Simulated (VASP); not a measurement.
# WS2 (P6_3/mmc) in VASP: notebook

The runs below take WS2 through single point, with r2SCAN+U.

Program: VASP 6.6.1. These are calculated values, not measurements. Logs are shortened: lines on timing, memory, paths and dates and some standing lists are left out, and cuts for length are marked.

## Step 1: The cell of the first run

Symmetry: P6_3/mmc, No. 194, hexagonal system. Conventional cell: a = 3.180 Å, b = 3.180 Å, c = 12.500 Å, α = 90.00°, β = 90.00°, γ = 120.00°. W (site symmetry -6m2) has 6 S at 2.45 Å and 6 W at 3.18 Å within 3.2 Å. Within 3.3 Å of S (site symmetry 3m) lie 3 W at 2.45 Å and 7 S at 3.18 to 3.25 Å.

## Step 2: Single point, r2SCAN+U, collinear spin

File POSCAR:

```
WS2
1.0
    3.1799994900      0.0000000000      0.0000000000
   -1.5899997400      2.7539603400      0.0000000000
    0.0000000000      0.0000000000     12.4999993200
W S
2 4
Direct
    0.3333333333      0.6666666667      0.2500000000
    0.6666666667      0.3333333333      0.7500000000
    0.3333333333      0.6666666667      0.6200000000
    0.6666666667      0.3333333333      0.1200000000
    0.3333333333      0.6666666667      0.8800000000
    0.6666666667      0.3333333333      0.3800000000
```

File INCAR.step1:

```
SYSTEM = WS2
PREC     = Accurate       ! precision mode
ENCUT    = 520            ! plane-wave cutoff, eV
ISMEAR   = 0              ! smearing method
SIGMA    = 0.05           ! smearing width, eV
LREAL    = .FALSE.        ! projectors in reciprocal space
LASPH    = .TRUE.         ! aspherical terms in the spheres
NELM     = 150            ! most SCF steps
ISPIN    = 2              ! spin polarisation
MAGMOM   = 2 -2 0 0 0 0   ! initial moments
LMAXMIX  = 4              ! l up to which the mixer works
LDAU     = .TRUE.         ! DFT+U
LDAUTYPE = 2            
LDAUL    = 2 -1           ! shell
LDAUU    = 2 0            ! U, eV
LDAUJ    = 0 0          
NBANDS   = 39             ! bands
GGA      = PE             ! functional
ALGO     = Normal         ! electronic algorithm
EDIFF    = 1E-4           ! SCF threshold, eV
LWAVE    = .TRUE.         ! write WAVECAR
LCHARG   = .FALSE.        ! write CHGCAR
```

File INCAR.step2:

```
SYSTEM = WS2
PREC     = Accurate       ! precision mode
ENCUT    = 520            ! plane-wave cutoff, eV
EDIFF    = 1E-6           ! SCF threshold, eV
ISMEAR   = 0              ! smearing method
SIGMA    = 0.05           ! smearing width, eV
LREAL    = .FALSE.        ! projectors in reciprocal space
LASPH    = .TRUE.         ! aspherical terms in the spheres
NELM     = 150            ! most SCF steps
ALGO     = Normal         ! electronic algorithm
ISIF     = 2              ! what is computed and relaxed
LWAVE    = .FALSE.        ! write WAVECAR
LCHARG   = .FALSE.        ! write CHGCAR
ISPIN    = 2              ! spin polarisation
MAGMOM   = 2 -2 0 0 0 0   ! initial moments
LORBIT   = 11             ! projections on sites
LMAXMIX  = 4              ! l up to which the mixer works
LDAU     = .TRUE.         ! DFT+U
LDAUTYPE = 2            
LDAUL    = 2 -1           ! shell
LDAUU    = 2 0            ! U, eV
LDAUJ    = 0 0          
LDAUPRINT= 1            
METAGGA  = R2SCAN         ! meta-GGA
LMIXTAU  = .TRUE.       
NBANDS   = 39             ! bands
ISTART   = 1
```

File KPOINTS:

```
regular mesh
0
G
  7 7 2
  0 0 0
```

Potentials or basis: VASP PAW PBE potentials, release 64 (W_sv, S).

Started as:

```
> cat potpaw_PBE.64/W_sv/POTCAR potpaw_PBE.64/S/POTCAR > POTCAR
> cp INCAR.step1 INCAR
> mpirun -np 1 vasp_std > vasp.out
> cp INCAR.step2 INCAR
> mpirun -np 1 vasp_std > vasp.out
```

OUTCAR:

```text
SYSTEM = WS2
   PREC = Accurate
   ENCUT = 520
   EDIFF = 1E-6
   ISMEAR = 0
   LREAL = .FALSE.
   LASPH = .TRUE.
   NELM = 150
   ISIF = 2
   ISPIN = 2
   LORBIT = 11
   METAGGA = R2SCAN
   ISTART = 1

 ion  position               nearest neighbor table
   1  0.333  0.667  0.250-   4 2.45   6 2.45   4 2.45   6 2.45   4 2.45   6 2.45
   2  0.667  0.333  0.750-   3 2.45   5 2.45   3 2.45   5 2.45   3 2.45   5 2.45
   3  0.333  0.667  0.620-   2 2.45   2 2.45   2 2.45
   4  0.667  0.333  0.120-   1 2.45   1 2.45   1 2.45
   5  0.333  0.667  0.880-   2 2.45   2 2.45   2 2.45
   6  0.667  0.333  0.380-   1 2.45   1 2.45   1 2.45

  LATTYP: Found a hexagonal cell.
 ALAT       =     3.1799994900
 C/A-ratio  =     3.9308180266

  Lattice vectors:

 A1 = (   3.1799994900,   0.0000000000,   0.0000000000)
 A2 = (  -1.5899997400,   2.7539603400,   0.0000000000)
 A3 = (   0.0000000000,   0.0000000000,  12.4999993200)

Analysis of symmetry for initial positions (statically):
=====================================================================
 Subroutine PRICEL returns:
 Original cell was already a primitive cell.

 Routine SETGRP: Setting up the symmetry group for a
 hexagonal supercell.

 Subroutine GETGRP returns: Found 24 space group operations
 (whereof 12 operations were pure point group operations)
 out of a pool of 24 trial point group operations.

The static configuration has the point symmetry D_3d.
 The point group associated with its full space group is D_6h.

Analysis of symmetry for dynamics (positions and initial velocities):
=====================================================================
 Subroutine PRICEL returns:
 Original cell was already a primitive cell.

 Routine SETGRP: Setting up the symmetry group for a
 hexagonal supercell.

 Subroutine GETGRP returns: Found 24 space group operations
 (whereof 12 operations were pure point group operations)
 out of a pool of 24 trial point group operations.

The dynamic configuration has the point symmetry D_3d.
 The point group associated with its full space group is D_6h.

Analysis of structural, dynamic, and magnetic symmetry:
=====================================================================
 Subroutine PRICEL returns:
 Original cell was already a primitive cell.

 Routine SETGRP: Setting up the symmetry group for a
 hexagonal supercell.

 Subroutine GETGRP returns: Found 24 space group operations
 (whereof 12 operations were pure point group operations)
 out of a pool of 24 trial point group operations.

The overall configuration has the point symmetry D_3d.
 The point group associated with its full space group is D_6h.

 Subroutine INISYM returns: Found 24 space group operations
 (whereof 12 operations are pure point group operations),
 and found     1 'primitive' translations

----------------------------------------------------------------------------------------

                                     Primitive cell

  volume of cell :     109.4699

  direct lattice vectors                    reciprocal lattice vectors
     3.179999490  0.000000000  0.000000000     0.314465459  0.181556717  0.000000000
    -1.589999740  2.753960340  0.000000000     0.000000000  0.363113435  0.000000000
     0.000000000  0.000000000 12.499999320     0.000000000  0.000000000  0.080000004

  length of vectors
[... 152 lines left out ...]
  o =  0.3307  v =  0.9407  0.0000  0.0000 -0.0000 -0.3392  0.0000  0.0000  0.0000  0.0000  0.0000      0.0000  0.0000  0.0000  0.0000  0.0000  0.0000  0.0000  0.0000  0.0000  0.0000
  o =  0.3307  v = -0.3392  0.0000 -0.0000  0.0000 -0.9407  0.0000  0.0000  0.0000  0.0000  0.0000      0.0000  0.0000  0.0000  0.0000  0.0000  0.0000  0.0000  0.0000  0.0000  0.0000
  o =  0.3307  v =  0.0000  0.0000  0.0000  0.0000  0.0000 -0.9990  0.0000 -0.0000 -0.0000  0.0450      0.0000  0.0000  0.0000  0.0000  0.0000  0.0000  0.0000  0.0000  0.0000  0.0000
  o =  0.3307  v =  0.0000  0.0000  0.0000  0.0000  0.0000 -0.0450 -0.0000 -0.0000 -0.0000 -0.9990      0.0000  0.0000  0.0000  0.0000  0.0000  0.0000  0.0000  0.0000  0.0000  0.0000
  o =  0.3595  v = -0.0000 -0.0000  1.0000 -0.0000 -0.0000  0.0000  0.0000  0.0000  0.0000  0.0000      0.0000  0.0000  0.0000  0.0000  0.0000  0.0000  0.0000  0.0000  0.0000  0.0000
  o =  0.3595  v =  0.0000  0.0000  0.0000  0.0000  0.0000 -0.0000  0.0000  1.0000  0.0000 -0.0000      0.0000  0.0000  0.0000  0.0000  0.0000  0.0000  0.0000  0.0000  0.0000  0.0000

atom =   2  type =  1  l = 2

 onsite density matrix

spin component  1

  0.3307  0.0000 -0.0000 -0.0000  0.0000
  0.0000  0.3100 -0.0000  0.0000 -0.0000
 -0.0000 -0.0000  0.3595 -0.0000 -0.0000
 -0.0000  0.0000 -0.0000  0.3100 -0.0000
  0.0000 -0.0000 -0.0000 -0.0000  0.3307

spin component  2

  0.3307 -0.0000 -0.0000 -0.0000  0.0000
 -0.0000  0.3100 -0.0000  0.0000  0.0000
 -0.0000 -0.0000  0.3595  0.0000 -0.0000
 -0.0000  0.0000  0.0000  0.3100  0.0000
  0.0000  0.0000 -0.0000  0.0000  0.3307

 occupancies and eigenvectors

  o =  0.3100  v =  0.0000  0.0000  0.0000  0.0000  0.0000 -0.0000 -0.8447 -0.0000  0.5352 -0.0000      0.0000  0.0000  0.0000  0.0000  0.0000  0.0000  0.0000  0.0000  0.0000  0.0000
  o =  0.3100  v =  0.0000  0.0000  0.0000  0.0000  0.0000 -0.0000 -0.5352 -0.0000 -0.8447 -0.0000      0.0000  0.0000  0.0000  0.0000  0.0000  0.0000  0.0000  0.0000  0.0000  0.0000
  o =  0.3100  v = -0.0000  0.8447 -0.0000 -0.5352 -0.0000  0.0000  0.0000  0.0000  0.0000  0.0000      0.0000  0.0000  0.0000  0.0000  0.0000  0.0000  0.0000  0.0000  0.0000  0.0000
  o =  0.3100  v = -0.0000 -0.5352  0.0000 -0.8447  0.0000  0.0000  0.0000  0.0000  0.0000  0.0000      0.0000  0.0000  0.0000  0.0000  0.0000  0.0000  0.0000  0.0000  0.0000  0.0000
  o =  0.3307  v =  0.0000  0.0000  0.0000  0.0000  0.0000  0.9973  0.0000  0.0000 -0.0000 -0.0737      0.0000  0.0000  0.0000  0.0000  0.0000  0.0000  0.0000  0.0000  0.0000  0.0000
  o =  0.3307  v =  0.0000  0.0000  0.0000  0.0000  0.0000 -0.0737  0.0000 -0.0000 -0.0000 -0.9973      0.0000  0.0000  0.0000  0.0000  0.0000  0.0000  0.0000  0.0000  0.0000  0.0000
  o =  0.3307  v = -0.9990  0.0000 -0.0000  0.0000  0.0453  0.0000  0.0000  0.0000  0.0000  0.0000      0.0000  0.0000  0.0000  0.0000  0.0000  0.0000  0.0000  0.0000  0.0000  0.0000
  o =  0.3307  v = -0.0453 -0.0000 -0.0000  0.0000 -0.9990  0.0000  0.0000  0.0000  0.0000  0.0000      0.0000  0.0000  0.0000  0.0000  0.0000  0.0000  0.0000  0.0000  0.0000  0.0000
  o =  0.3595  v =  0.0000  0.0000  0.0000  0.0000  0.0000 -0.0000 -0.0000  1.0000  0.0000 -0.0000      0.0000  0.0000  0.0000  0.0000  0.0000  0.0000  0.0000  0.0000  0.0000  0.0000
  o =  0.3595  v = -0.0000  0.0000  1.0000 -0.0000 -0.0000  0.0000  0.0000  0.0000  0.0000  0.0000      0.0000  0.0000  0.0000  0.0000  0.0000  0.0000  0.0000  0.0000  0.0000  0.0000

 number of electron      52.0000006 magnetization       0.0000000

 Free energy of the ion-electron system (eV)
  ---------------------------------------------------
  ext. energy  EPLUGINS =         0.00000000
  ---------------------------------------------------
  free energy    TOTEN  =      -135.54221340 eV

  energy without entropy =     -135.54221340  energy(sigma->0) =     -135.54221340

 E-fermi :   7.1840     XC(G=0): -11.5638

 val. band max:        6.8981677024   @ k =   0.0000   0.0000   0.0000
 cond. band min:       8.1071538815   @ k =   0.1429   0.1429   0.0000
 fundamental gap:      1.2089861791
 Fermi energy:         7.1840250076

 spin component 1

 k-point     1 :       0.0000    0.0000    0.0000
  band No.  band energies     occupation
      1     -69.9343      1.00000
      2     -69.9343      1.00000
      3     -33.4669      1.00000
      4     -33.4668      1.00000
      5     -33.3066      1.00000
      6     -33.3066      1.00000
[... 645 lines left out ...]
     37      14.3597      0.00000
     38      14.3597      0.00000
 Fermi energy:         7.1840250076

 spin component 2

 k-point     1 :       0.0000    0.0000    0.0000
  band No.  band energies     occupation
      1     -69.9343      1.00000
      2     -69.9343      1.00000
      3     -33.4669      1.00000
      4     -33.4668      1.00000
      5     -33.3066      1.00000
      6     -33.3066      1.00000
[... 645 lines left out ...]
     37      14.3597      0.00000
     38      14.3597      0.00000
 [bands above 38 left out]

------------------------ aborting loop because EDIFF is reached ----------------------------------------

  FORCE on cell =-STRESS in cart. coord.  units (eV):
  Direction    XX          YY          ZZ          XY          YZ          ZX
  --------------------------------------------------------------------------------------
  -------------------------------------------------------------------------------------
  Total       -1.2372449     -1.2372449     -5.8505879     -0.0000000      0.0000000      0.0000000
  in kB      -18.1080436    -18.1080436    -85.6279155     -0.0000000      0.0000000      0.0000000
  external PRESSURE =     -40.6146675 kB  Pullay stress =       0.0000000 kB

 VOLUME and BASIS-vectors are now :
 -----------------------------------------------------------------------------
  energy-cutoff  :      520.00
  volume of cell :      109.47
      direct lattice vectors                 reciprocal lattice vectors
     3.179999490  0.000000000  0.000000000     0.314465459  0.181556717  0.000000000
    -1.589999740  2.753960340  0.000000000     0.000000000  0.363113435  0.000000000
     0.000000000  0.000000000 12.499999320     0.000000000  0.000000000  0.080000004

 POSITION                                       TOTAL-FORCE (eV/Angst)
 -----------------------------------------------------------------------------------
      0.00000      1.83597      3.12500        -0.000000     -0.000000      0.000000
      1.59000      0.91799      9.37500         0.000000      0.000000      0.000000
      0.00000      1.83597      7.75000         0.000000     -0.000000      1.155742
      1.59000      0.91799      1.50000         0.000000      0.000000      1.155742
      0.00000      1.83597     11.00000        -0.000000     -0.000000     -1.155742
      1.59000      0.91799      4.75000        -0.000000      0.000000     -1.155742
 -----------------------------------------------------------------------------------
    total drift:                               -0.000000      0.000000     -0.000000

  FREE ENERGIE OF THE ION-ELECTRON SYSTEM (eV)
  ---------------------------------------------------
  free  energy   TOTEN  =      -135.5422133998 eV

  energy  without entropy=     -135.5422133998  energy(sigma->0) =     -135.54221340

 total charge

# of ion       s       p       d       tot
------------------------------------------
    1        2.308   6.311   3.232  11.851
    2        2.308   6.311   3.232  11.851
    3        1.353   2.366   0.000   3.719
    4        1.353   2.366   0.000   3.719
    5        1.353   2.366   0.000   3.719
    6        1.353   2.366   0.000   3.719
--------------------------------------------------
tot         10.026  22.088   6.463  38.577

 magnetization (x)

# of ion       s       p       d       tot
------------------------------------------
    1        0.000  -0.000  -0.000  -0.000
    2       -0.000   0.000   0.000   0.000
    3        0.000   0.000   0.000   0.000
    4       -0.000  -0.000   0.000  -0.000
    5        0.000   0.000   0.000   0.000
    6       -0.000  -0.000   0.000  -0.000
--------------------------------------------------
tot          0.000   0.000   0.000   0.000
```

It took 8.7 min on 1 thread of Oxide Virtual Turin-like, shared host; peak memory 0.31 GiB.

What came out:

```yaml
Free_energy: -135.5422 eV
Pressure: -4.1 GPa
Largest_force: 1.156 eV/Å
Band_gap_on_the_k_mesh: 1.21 eV (least direct gap 2.40 eV)
Net_moment: 0.00 μB per cell
Valence_electrons_inside_the_program's_atomic_spheres: W 11.85; S 3.72
```

Forces on the atoms (eV/Å):
```
W    0.000  0.000  0.000
W    0.000  0.000  0.000
S    0.000  0.000  1.156
S    0.000  0.000  1.156
S    0.000  0.000 -1.156
S    0.000  0.000 -1.156
```

Levels at points of the mesh, in eV from the valence-band top:
Spin up:
```tsv
k point	band 23	band 24	band 25	band 26	band 27	band 28	band 29	band 30
(0.00, 0.00, 0.00)	-1.88	-1.57	-1.17	0.00	2.43	2.43	2.59	2.59
(0.00, 0.00, 0.50)	-1.92	-1.92	-0.31	-0.31	2.50	2.50	2.50	2.50
```
Spin down:
| k point | band 22 | band 23 | band 24 | band 25 | band 26 | band 27 | band 28 | band 29 | band 30 | band 31 |
| --- | --- | --- | --- | --- | --- | --- | --- | --- | --- | --- |
| (0.00, 0.00, 0.00) | -1.88 | -1.88 | -1.57 | -1.17 | 0.00 | 2.43 | 2.43 | 2.59 | 2.59 | 2.60 |
| (0.00, 0.00, 0.50) | -1.92 | -1.92 | -1.92 | -0.31 | -0.31 | 2.50 | 2.50 | 2.50 | 2.50 | 2.62 |

Eigenvalues of the final occupation matrices:
| site | spin | trace | eigenvalues |
| --- | --- | --- | --- |
| site 1 d | 1 | 1.64 | 0.31 0.31 0.33 0.33 0.36 |
| site 1 d | 2 | 1.64 | 0.31 0.31 0.33 0.33 0.36 |
| site 2 d | 1 | 1.64 | 0.31 0.31 0.33 0.33 0.36 |
| site 2 d | 2 | 1.64 | 0.31 0.31 0.33 0.33 0.36 |

Caveat: the stress differs along the axes, from -9 to -2 GPa; the PAW data sets were made with another functional, which shifts forces and pressure a little; spin-orbit coupling is left out, which moves the levels of the heavy elements. A k mesh can miss the band edges.

(Part 1 of 2 ends here.)
